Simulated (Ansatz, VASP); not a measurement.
## Two plane-wave programs on Pt

```
Pt
1.0
     0.00000    3.69195    3.69195
     3.69195    0.00000    3.69195
     3.69195    3.69195    0.00000
Pt
6
Direct
  0.12500 0.62500 0.12500
  0.12500 0.12500 0.62500
  0.12500 0.12500 0.12500
  0.62500 0.12500 0.12500
  0.50000 0.50000 0.50000
  0.75000 0.75000 0.75000
```

Alike in both runs: functional PBE; k mesh 4 × 4 × 4; occupations gaussian, width 0.1 eV; no spin polarisation.

Ansatz relaxed the structure, and its values are those at the end. VASP's run is a single point on that final structure, the one shown.

```csv
,VASP,Ansatz
version,VASP 6.6.1,Ansatz 0.2.0
potentials or method,"VASP PAW PBE potentials, release 64 (Pt), cutoff 520 eV","scalar-relativistic, plane waves, PAW"
valence electrons in the cell,60,108
```

|  | VASP | Ansatz | Ansatz less VASP |
| --- | --- | --- | --- |
| gap on the k mesh at the Fermi level (eV) | none | none | - |
| pressure (GPa) | -0.3 | 0.1 | +0.43 |

A gap of «none» marks a metal or a gap that the smearing closes. With one functional, cell and mesh, what is left measures potentials, basis and numerics. VASP's potentials hold 60 valence electrons a cell and Ansatz's 108, so a difference there can come from the potentials and not from the codes.

The k mesh is coarse, so the values compare programs but aren't converged. Neither program's run includes spin-orbit coupling.
